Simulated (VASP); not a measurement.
# PbS (I4/mmm) in VASP: notebook

The runs below take PbS through single point, with r2SCAN.

Everything below comes from runs of VASP 6.6.1. Logs are shortened: lines on timing, memory, paths and dates and some standing lists are left out, and cuts for length are marked.

## (1) The cell of the first run

It takes space group I4/mmm (No. 139, tetragonal). The conventional cell has a = 4.193 Å, b = 4.193 Å, c = 5.752 Å, α = 90.00°, β = 90.00°, γ = 90.00°. Pb (site symmetry 4/mmm) has 6 S at 2.88 to 2.96 Å within 3.8 Å. Within 3.8 Å of S (site symmetry 4/mmm) lie 6 Pb at 2.88 to 2.96 Å.

## (2) Single point, r2SCAN (strain +0.000 along x and y, -0.030 along z)

Contents of POSCAR:

```
PbS
1.0
    0.0000000000      2.9650000000      2.8760500000
    2.9650000000      0.0000000000      2.8760500000
    2.9650000000      2.9650000000      0.0000000000
Pb S
1 1
Direct
    0.0000000000      0.0000000000      0.0000000000
    0.5000000000      0.5000000000      0.5000000000
```

Contents of INCAR.step1:

```
ALGO     = Normal         # electronic algorithm
EDIFF    = 1E-4           # SCF threshold, eV
ENCUT    = 520            # plane-wave cutoff, eV
GGA      = PE             # functional
ISMEAR   = 0              # smearing method
LASPH    = T              # aspherical terms in the spheres
LCHARG   = F              # write CHGCAR
LREAL    = F              # projectors in reciprocal space
LWAVE    = T              # write WAVECAR
NBANDS   = 17             # bands
NELM     = 80             # most SCF steps
PREC     = Accurate       # precision mode
SIGMA    = 0.05           # smearing width, eV
```

Contents of INCAR.step2:

```
ALGO     = Normal         # electronic algorithm
EDIFF    = 1E-7           # SCF threshold, eV
ENCUT    = 520            # plane-wave cutoff, eV
ISIF     = 2              # what is computed and relaxed
ISMEAR   = 0              # smearing method
ISTART   = 1            
LASPH    = T              # aspherical terms in the spheres
LCHARG   = T              # write CHGCAR
LELF     = T              # ELF
LMIXTAU  = T            
LREAL    = F              # projectors in reciprocal space
LVHAR    = T            
LWAVE    = F              # write WAVECAR
METAGGA  = R2SCAN         # meta-GGA
NBANDS   = 17             # bands
NELM     = 80             # most SCF steps
PREC     = Accurate       # precision mode
SIGMA    = 0.05           # smearing width, eV
```

Contents of KPOINTS:

```
k-points
0
Gamma
  8 8 8
```

Potentials or basis: VASP PAW PBE potentials, release 64 (Pb_d, S).

Launch:

```sh
$ cat potpaw_PBE.64/Pb_d/POTCAR potpaw_PBE.64/S/POTCAR > POTCAR
$ cp INCAR.step1 INCAR
$ mpirun -np 1 vasp_std > vasp.out
$ cp INCAR.step2 INCAR
$ mpirun -np 1 vasp_std > vasp.out
```

OUTCAR:

```text
EDIFF = 1E-7
   ENCUT = 520
   ISIF = 2
   ISMEAR = 0
   ISTART = 1
   LASPH = T
   LREAL = F
   METAGGA = R2SCAN
   NELM = 80
   PREC = Accurate

 ion  position               nearest neighbor table
   1  0.000  0.000  0.000-   2 2.88   2 2.88   2 2.96   2 2.96   2 2.96   2 2.96
   2  0.500  0.500  0.500-   1 2.88   1 2.88   1 2.96   1 2.96   1 2.96   1 2.96

  LATTYP: Found a body centered tetragonal cell.
 ALAT       =     4.1931432124
 C/A-ratio  =     1.3717871555

  Lattice vectors:

 A1 = (   0.0000000000,  -2.9650000000,  -2.8760500000)
 A2 = (   0.0000000000,   2.9650000000,  -2.8760500000)
 A3 = (   2.9650000000,   0.0000000000,   2.8760500000)

Analysis of symmetry for initial positions (statically):
=====================================================================
 Subroutine PRICEL returns:
 Original cell was already a primitive cell.

 Routine SETGRP: Setting up the symmetry group for a
 body centered tetragonal supercell.

 Subroutine GETGRP returns: Found 16 space group operations
 (whereof 16 operations were pure point group operations)
 out of a pool of 16 trial point group operations.

The static configuration has the point symmetry D_4h.

Analysis of symmetry for dynamics (positions and initial velocities):
=====================================================================
 Subroutine PRICEL returns:
 Original cell was already a primitive cell.

 Routine SETGRP: Setting up the symmetry group for a
 body centered tetragonal supercell.

 Subroutine GETGRP returns: Found 16 space group operations
 (whereof 16 operations were pure point group operations)
 out of a pool of 16 trial point group operations.

The dynamic configuration has the point symmetry D_4h.

 Subroutine INISYM returns: Found 16 space group operations
 (whereof 16 operations are pure point group operations),
 and found     1 'primitive' translations

----------------------------------------------------------------------------------------

                                     Primitive cell

  volume of cell :      50.5680

  direct lattice vectors                    reciprocal lattice vectors
     0.000000000  2.965000000  2.876050000    -0.168634064  0.168634064  0.173849551
     2.965000000  0.000000000  2.876050000     0.168634064 -0.168634064  0.173849551
     2.965000000  2.965000000  0.000000000     0.168634064  0.168634064 -0.173849551

  length of vectors
     4.130724949  4.130724949  4.193143212     0.295124654  0.295124654  0.295124654

  position of ions in fractional coordinates (direct lattice)
     0.000000000  0.000000000  0.000000000
     0.500000000  0.500000000  0.500000000
[... 78 lines left out ...]
   LREAL  =      F    real-space projection
   EDIFFG = 0.1E-05   stopping-criterion for IOM
   NSW    =      0    number of steps for IOM
   IBRION =     -1    ionic relax: 0-MD 1-quasi-New 2-CG
   NFREE  =      0    steps in history (QN), initial steepest desc. (CG)
   ISIF   =      2    stress and relaxation
   ISYM   =      2    0-nonsym 1-usesym 2-fastsym
   POTIM  = 0.5000    time-step for ionic-motion
   TEBEG  =    0.0;   TEEND  =   0.0 temperature during run
   PSTRESS=    0.0 pullay stress
   NELECT =      20.0000    total number of electrons
   NUPDOWN=      -1.0000    fix difference up-down
   EMIN   =  10.00;   EMAX   =-10.00  energy-range for DOS
   EFERMI =   0.00;   METHOD = LEGACY
   ISMEAR =     0;   SIGMA  =   0.05  broadening in eV -4-tet -1-fermi 0-gaus
   EFERMI_NEDOS =   21; number of points for ismear=-14 and -15
   IALGO  =     38    algorithm
   IMIX   =      4    mixing-type and parameters
     AMIX     =   0.40;   BMIX     =  1.00
     AMIX_MAG =   1.60;   BMIX_MAG =  1.00
  volume/ion in A,a.u.               =      25.28       170.62
  Fermi-wavevector in a.u.,A,eV,Ry     =   1.201691  2.270867 19.647653  1.444062
  Thomas-Fermi vector in A             =   2.337493
   LORBIT       =      0    0 simple, 1 ext, 2 COOP (PROOUT), +10 PAW based schemes
   METAGGA = R2SCAN    functional components
   LHFCALC =     F    Hartree Fock is set to
   AEXX    =    0.0000 exact exchange contribution
   IVDW    =     0    specifies the selected vdW correction
   LEPSILON=     F    determine dielectric tensor
   LRPA    =     F    only Hartree local field effects (RPA)
 non-spin polarized calculation
 Gauss-broadening in eV      SIGMA  =   0.05
  energy-cutoff  :      520.00
  volume of cell :       50.57
 maximum number of plane-waves:      1387
   NGX = 15   NGY = 15   NGZ = 15

 number of electron      19.9999995 magnetization

 Free energy of the ion-electron system (eV)
  ---------------------------------------------------
  ext. energy  EPLUGINS =         0.00000000
  ---------------------------------------------------
  free energy    TOTEN  =       -65.56764284 eV

  energy without entropy =      -65.56764284  energy(sigma->0) =      -65.56764284

 E-fermi :   6.4425     XC(G=0): -10.4133

 val. band max:        6.2023956089   @ k =   0.5000   0.0000   0.0000
 cond. band min:       6.6660115521   @ k =   0.5000   0.0000   0.0000
 fundamental gap:      0.4636159433
 Fermi energy:         6.4424810215

 k-point     1 :       0.0000    0.0000    0.0000
  band No.  band energies     occupation
      1     -11.3851      2.00000
      2     -11.3778      2.00000
      3     -11.3778      2.00000
      4     -11.3763      2.00000
      5     -11.3591      2.00000
      6      -8.3920      2.00000
[... 457 lines left out ...]
      4     -11.3505      2.00000
      5     -11.3303      2.00000
      6      -7.3970      2.00000
[... 9 lines left out ...]
     16      16.2953      0.00000
     17      18.4866      0.00000

 [... further k-points ...]

------------------------ aborting loop because EDIFF is reached ----------------------------------------

  FORCE on cell =-STRESS in cart. coord.  units (eV):
  Direction    XX          YY          ZZ          XY          YZ          ZX
  --------------------------------------------------------------------------------------
  -------------------------------------------------------------------------------------
  Total        0.6045573      0.6045573      2.1813046      0.0000000     -0.0000000      0.0000000
  in kB       19.1545611     19.1545611     69.1116210      0.0000000     -0.0000000      0.0000000
  external PRESSURE =      35.8069144 kB  Pullay stress =       0.0000000 kB

 VOLUME and BASIS-vectors are now :
 -----------------------------------------------------------------------------
  energy-cutoff  :      520.00
  volume of cell :       50.57
      direct lattice vectors                 reciprocal lattice vectors
     0.000000000  2.965000000  2.876050000    -0.168634064  0.168634064  0.173849551
     2.965000000  0.000000000  2.876050000     0.168634064 -0.168634064  0.173849551
     2.965000000  2.965000000  0.000000000     0.168634064  0.168634064 -0.173849551

 POSITION                                       TOTAL-FORCE (eV/Angst)
 -----------------------------------------------------------------------------------
      0.00000      0.00000      0.00000         0.000000     -0.000000      0.000000
      2.96500      2.96500      2.87605        -0.000000      0.000000     -0.000000
 -----------------------------------------------------------------------------------
    total drift:                                0.000000     -0.000000     -0.000000

  FREE ENERGIE OF THE ION-ELECTRON SYSTEM (eV)
  ---------------------------------------------------
  free  energy   TOTEN  =       -65.5676428448 eV

  energy  without entropy=      -65.5676428448  energy(sigma->0) =      -65.56764284
```

Run time: 69 s. Hardware: 1 thread of Intel Xeon 6975P-C (Granite Rapids), shared host; peak memory 0.21 GiB.

Results:

```
Free energy            : -65.5676 eV
Pressure               : 3.6 GPa
Band gap on the k mesh : 0.46 eV
```

Levels at points of the mesh, in eV from the valence-band top:
```tsv
k point	band 8	band 9	band 10	band 11	band 12	band 13
(0.00, 0.00, 0.00)	-2.76	-2.49	-2.49	5.33	5.33	6.10
(0.50, 0.00, 0.00)	-2.18	-2.11	0.00	0.46	1.93	2.14
(0.50, 0.50, 0.00)	-5.79	-3.95	-3.95	3.84	6.02	6.02
(0.50, 0.00, 0.50)	-5.73	-4.06	-3.73	3.98	5.85	5.93
```

Caveat: the cell differs from its parent crystal (strain +0.000 along x and y, -0.030 along z); the cell stands under pressure; the PAW data sets were made with another functional, which shifts forces and pressure a little; spin-orbit coupling is left out, which moves the levels of the heavy elements. A k mesh can miss the band edges.

## (3) Single point, r2SCAN (strain +0.015 along x and y, -0.030 along z)

Contents of POSCAR:

```
PbS
1.0
    0.0000000000      3.0094750000      2.8760500000
    3.0094750000      0.0000000000      2.8760500000
    3.0094750000      3.0094750000      0.0000000000
Pb S
1 1
Direct
    0.0000000000      0.0000000000      0.0000000000
    0.5000000000      0.5000000000      0.5000000000
```

Contents of INCAR.step1:

```
SYSTEM = PbS
ALGO = Normal ; EDIFF = 1E-4
ENCUT = 520 ; GGA = PE
ISMEAR = 0 ; LASPH = .True.
LCHARG = .False. ; LREAL = .False.
LWAVE = .True. ; NBANDS = 17
NELM = 80 ; PREC = Accurate
SIGMA = 0.05
```

Contents of INCAR.step2:

```
SYSTEM = PbS
ALGO = Normal ; EDIFF = 1E-6
ENCUT = 520 ; ISIF = 2
ISMEAR = 0 ; ISTART = 1
LASPH = .True. ; LCHARG = .True.
LELF = .True. ; LMIXTAU = .True.
LREAL = .False. ; LVHAR = .True.
LWAVE = .False. ; METAGGA = R2SCAN
NBANDS = 17 ; NELM = 80
PREC = Accurate ; SIGMA = 0.05
```

Contents of KPOINTS:

```
k-points
0
Gamma
  8 8 8
  0 0 0
```

Potentials or basis: VASP PAW PBE potentials, release 64 (Pb_d, S).

Launch:

```sh
$ cat potpaw_PBE.64/Pb_d/POTCAR potpaw_PBE.64/S/POTCAR > POTCAR
$ cp INCAR.step1 INCAR
$ mpirun -np 1 vasp_std > vasp.out
$ cp INCAR.step2 INCAR
$ mpirun -np 1 vasp_std > vasp.out
```

It took 2 min on 1 thread of Intel Xeon Platinum 8259CL at 2.50GHz (Skylake/Cascade Lake), shared host; peak memory 0.21 GiB.

The run converged. Its results:

* Free energy: -65.5747 eV
* Pressure: 1.7 GPa
* Band gap on the k mesh: 0.55 eV

Stress tensor (GPa, compression positive):
```
-0.49  0.00  0.00
 0.00 -0.49  0.00
 0.00  0.00  6.19
```

Levels at points of the mesh, in eV from the valence-band top:
```csv
k point,band 8,band 9,band 10,band 11,band 12,band 13
"(0.00, 0.00, 0.00)",-2.67,-2.27,-2.27,5.16,5.16,6.27
"(0.50, 0.00, 0.00)",-2.04,-1.96,0.00,0.55,1.98,2.30
"(0.50, 0.50, 0.00)",-5.53,-3.75,-3.75,3.95,5.87,5.87
"(0.50, 0.00, 0.50)",-5.43,-3.90,-3.42,4.16,5.62,5.78
```

Caveat: the cell differs from its parent crystal (strain +0.015 along x and y, -0.030 along z); the PAW data sets were made with another functional, which shifts forces and pressure a little; spin-orbit coupling is left out, which moves the levels of the heavy elements. A k mesh can miss the band edges.

## (4) Single point, r2SCAN (strain +0.015 along x and y, -0.015 along z)

Contents of POSCAR:

```
PbS
1.0
    0.0000000000      3.0094750000      2.9205250000
    3.0094750000      0.0000000000      2.9205250000
    3.0094750000      3.0094750000      0.0000000000
Pb S
1 1
Direct
    0.0000000000      0.0000000000      0.0000000000
    0.5000000000      0.5000000000      0.5000000000
```

Contents of INCAR.step1:

```
PREC = Accurate
ENCUT = 520
ISMEAR = 0
SIGMA = 0.05
LREAL = False
LASPH = True
NELM = 80
NBANDS = 17
GGA = PE
ALGO = Normal
EDIFF = 1E-4
LWAVE = True
LCHARG = False
```

Contents of INCAR.step2:

```
PREC = Accurate
ENCUT = 520
EDIFF = 1E-6
ISMEAR = 0
SIGMA = 0.05
LREAL = False
LASPH = True
NELM = 80
ALGO = Normal
ISIF = 2
LWAVE = False
LCHARG = False
METAGGA = R2SCAN
LMIXTAU = True
NBANDS = 17
ISTART = 1
```

Contents of KPOINTS:

```
regular mesh
0
Gamma
  8 8 8
```

Launch:

```sh
$ cat potpaw_PBE.64/Pb_d/POTCAR potpaw_PBE.64/S/POTCAR > POTCAR
$ cp INCAR.step1 INCAR
$ mpirun -np 1 vasp_std > vasp.out
$ cp INCAR.step2 INCAR
$ mpirun -np 1 vasp_std > vasp.out
```

It took 1.9 min on 1 thread of Intel Xeon Platinum 8259CL at 2.50GHz (Skylake/Cascade Lake), shared host; peak memory 0.21 GiB.

Results (log left out):

```
Free energy            : -65.5986 eV
Pressure               : 0.6 GPa
Band gap on the k mesh : 0.65 eV
```

Stress tensor (GPa, compression positive):
```
-0.75  0.00  0.00
 0.00 -0.75  0.00
 0.00  0.00  3.25
```

Levels at points of the mesh, in eV from the valence-band top:
```csv
k point,band 6,band 7,band 8,band 9,band 10,band 11,band 12,band 13,band 14,band 15
"(0.00, 0.00, 0.00)",-14.10,-6.13,-2.44,-2.19,-2.19,5.28,5.28,5.99,7.11,7.11
"(0.50, 0.00, 0.00)",-12.88,-9.04,-1.91,-1.85,0.00,0.65,2.12,2.31,9.13,10.52
"(0.50, 0.50, 0.00)",-12.33,-7.45,-5.32,-3.57,-3.57,4.11,5.91,5.91,6.20,11.66
"(0.50, 0.00, 0.50)",-12.49,-7.29,-5.25,-3.67,-3.35,4.25,5.75,5.83,6.44,11.59
```

Caveat: the cell differs from its parent crystal (strain +0.015 along x and y, -0.015 along z); the PAW data sets were made with another functional, which shifts forces and pressure a little; spin-orbit coupling is left out, which moves the levels of the heavy elements.

## (5) Single point, r2SCAN (strain +0.030 along x and y, -0.030 along z)

Contents of POSCAR:

```
PbS
1.0
    0.0000000000      3.0539500000      2.8760500000
    3.0539500000      0.0000000000      2.8760500000
    3.0539500000      3.0539500000      0.0000000000
Pb S
1 1
Direct
    0.0000000000      0.0000000000      0.0000000000
    0.5000000000      0.5000000000      0.5000000000
```

Contents of INCAR.step1:

```
SYSTEM = PbS
PREC = Accurate
ENCUT = 520
ISMEAR = 0
SIGMA = 0.05
LREAL = .False.
LASPH = .True.
NELM = 80
NBANDS = 17
GGA = PE
ALGO = Normal
EDIFF = 1E-4
LWAVE = .True.
LCHARG = .False.
```

Contents of INCAR.step2:

```
SYSTEM = PbS
PREC = Accurate
ENCUT = 520
EDIFF = 1E-7
ISMEAR = 0
SIGMA = 0.05
LREAL = .False.
LASPH = .True.
NELM = 80
ALGO = Normal
ISIF = 2
LWAVE = .False.
LCHARG = .False.
METAGGA = R2SCAN
LMIXTAU = .True.
NBANDS = 17
ISTART = 1
```

Contents of KPOINTS:

```
Automatic mesh
0
Gamma
  8 8 8
  0 0 0
```

Potentials or basis: VASP PAW PBE potentials, release 64 (Pb_d, S).

Launch:

```sh
$ cat potpaw_PBE.64/Pb_d/POTCAR potpaw_PBE.64/S/POTCAR > POTCAR
$ cp INCAR.step1 INCAR
$ mpirun -np 1 vasp_std > vasp.out
$ cp INCAR.step2 INCAR
$ mpirun -np 1 vasp_std > vasp.out
```

OUTCAR:

```text
SYSTEM = PbS
   PREC = Accurate
   ENCUT = 520
   EDIFF = 1E-7
   ISMEAR = 0
   LREAL = .False.
   LASPH = .True.
   NELM = 80
   ISIF = 2
   METAGGA = R2SCAN
   ISTART = 1

 ion  position               nearest neighbor table
   1  0.000  0.000  0.000-   2 2.88   2 2.88   2 3.05   2 3.05   2 3.05   2 3.05
   2  0.500  0.500  0.500-   1 2.88   1 2.88   1 3.05   1 3.05   1 3.05   1 3.05

  LATTYP: Found a body centered tetragonal cell.
 ALAT       =     4.3189375088
 C/A-ratio  =     1.3318321898

  Lattice vectors:

 A1 = (   0.0000000000,  -3.0539500000,  -2.8760500000)
 A2 = (   0.0000000000,   3.0539500000,  -2.8760500000)
 A3 = (   3.0539500000,   0.0000000000,   2.8760500000)

Analysis of symmetry for initial positions (statically):
=====================================================================
 Subroutine PRICEL returns:
 Original cell was already a primitive cell.

 Routine SETGRP: Setting up the symmetry group for a
 body centered tetragonal supercell.

 Subroutine GETGRP returns: Found 16 space group operations
 (whereof 16 operations were pure point group operations)
 out of a pool of 16 trial point group operations.

The static configuration has the point symmetry D_4h.
[... 160 lines left out ...]

 E-fermi :   5.6118     XC(G=0): -10.1085

 val. band max:        5.3902963747   @ k =   0.5000   0.0000   0.0000
 cond. band min:       6.0092637986   @ k =   0.5000   0.0000   0.0000
 fundamental gap:      0.6189674239
 Fermi energy:         5.6117731101

 k-point     1 :       0.0000    0.0000    0.0000
  band No.  band energies     occupation
      1     -12.0822      2.00000
      2     -12.0746      2.00000
      3     -12.0617      2.00000
      4     -12.0617      2.00000
      5     -12.0406      2.00000
      6      -8.6348      2.00000
[... 457 lines left out ...]
      4     -12.0461      2.00000
      5     -12.0238      2.00000
      6      -7.7612      2.00000
[... 9 lines left out ...]
     16      15.5313      0.00000
     17      17.2724      0.00000

 [... further k-points ...]

------------------------ aborting loop because EDIFF is reached ----------------------------------------

  FORCE on cell =-STRESS in cart. coord.  units (eV):
  Direction    XX          YY          ZZ          XY          YZ          ZX
  --------------------------------------------------------------------------------------
  -------------------------------------------------------------------------------------
  Total       -0.8191243     -0.8191243      1.8397160      0.0000000      0.0000000      0.0000000
  in kB      -24.4630241    -24.4630241     54.9428388      0.0000000      0.0000000      0.0000000
  external PRESSURE =       2.0055969 kB  Pullay stress =       0.0000000 kB

 VOLUME and BASIS-vectors are now :
 -----------------------------------------------------------------------------
  energy-cutoff  :      520.00
  volume of cell :       53.65
      direct lattice vectors                 reciprocal lattice vectors
     0.000000000  3.053950000  2.876050000    -0.163722392  0.163722392  0.173849551
     3.053950000  0.000000000  2.876050000     0.163722392 -0.163722392  0.173849551
     3.053950000  3.053950000  0.000000000     0.163722392  0.163722392 -0.173849551

 POSITION                                       TOTAL-FORCE (eV/Angst)
 -----------------------------------------------------------------------------------
      0.00000      0.00000      0.00000         0.000000     -0.000000      0.000000
      3.05395      3.05395      2.87605        -0.000000      0.000000     -0.000000
 -----------------------------------------------------------------------------------
    total drift:                                0.000000     -0.000000     -0.000000

  FREE ENERGIE OF THE ION-ELECTRON SYSTEM (eV)
  ---------------------------------------------------
  free  energy   TOTEN  =       -65.5608191572 eV

  energy  without entropy=      -65.5608191572  energy(sigma->0) =      -65.56081916
```

Wall time 2.2 min (1 thread of Intel Xeon Platinum 8259CL at 2.50GHz (Skylake/Cascade Lake), shared host); peak memory 0.22 GiB.

What came out:

| Property | Result |
| --- | --- |
| Free energy | -65.5608 eV |
| Pressure | 0.2 GPa |
| Band gap on the k mesh | 0.62 eV |

Caveat: the cell differs from its parent crystal (strain +0.030 along x and y, -0.030 along z); the PAW data sets were made with another functional, which shifts forces and pressure a little; spin-orbit coupling is left out, which moves the levels of the heavy elements.

[end of part 1 of 2]
